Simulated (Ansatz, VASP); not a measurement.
One calculation of Au, two programs

```
Au
1.0
     2.93816    0.00000    0.00000
    -1.46908    2.54452    0.00000
     0.00000    0.00000    4.94422
Au
2
Direct
  0.33333 0.66667 0.75000
  0.66667 0.33333 0.25000
```

Change from the starting cell: volume scaled by 1.04, ions relaxed.

Alike in both runs: functional PBE; k mesh 18 × 18 × 10; occupations fermi-dirac, width 0.05 eV; no spin polarisation.

Ansatz relaxed the structure, and its values are those at the end. VASP's run is a single point on that final structure, the one shown.

|  | VASP | Ansatz |
| --- | --- | --- |
| version | VASP 6.6.1 | Ansatz 0.2.0 |
| potentials or method | VASP PAW PBE potentials, release 64 (Au) | plane-wave PAW, scalar-relativistic |
| plane-wave cutoff (eV) | 520 | 420 |
| valence electrons in the cell | 22 | 38 |

Ansatz gave:

- pressure (GPa): -3.2

Q: What did VASP give for the same quantities?

A: Pressure (GPa): -3.4.

VASP's potentials hold 22 valence electrons a cell and Ansatz's 38, so a difference there can come from the potentials and not from the codes. Ansatz's warnings: stress scf threshold loose.

Neither program's run includes spin-orbit coupling.
